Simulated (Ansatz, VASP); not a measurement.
**Two plane-wave programs on SnSe**

```
Sn Se
1.0
     0.00000    2.96932    2.96932
     2.96932    0.00000    2.96932
     2.96932    2.96932    0.00000
Sn Se
1 1
Direct
  0.00000 0.00000 0.00000
  0.50000 0.50000 0.50000
```

Alike in both runs: task single point; functional RPBE; dispersion D4; k mesh 8 × 8 × 8; occupations fermi-dirac, width 0.05 eV; no spin polarisation.

|  | VASP | Ansatz |
| --- | --- | --- |
| version | VASP 6.6.1 | Ansatz 0.2.0 |
| potentials or method | VASP PAW PBE potentials, release 64 (Sn_d, Se) | Ansatz PAW |
| plane-wave cutoff (eV) | 520 | 420 |
| valence electrons in the cell | 20 | 30 |

|  | VASP | Ansatz | Ansatz less VASP |
| --- | --- | --- | --- |
| gap on the k mesh at the Fermi level (eV) | 0.71 | 0.71 | -0.001 |
| least direct gap on the mesh (eV) | 0.73 | 0.73 | -0.001 |
| pressure (GPa) | 0.2 | 0.2 | +0.02 |

VASP's potentials were made for PBE, not for RPBE. VASP's potentials hold 20 valence electrons a cell and Ansatz's 30, so a difference there can come from the potentials and not from the codes.
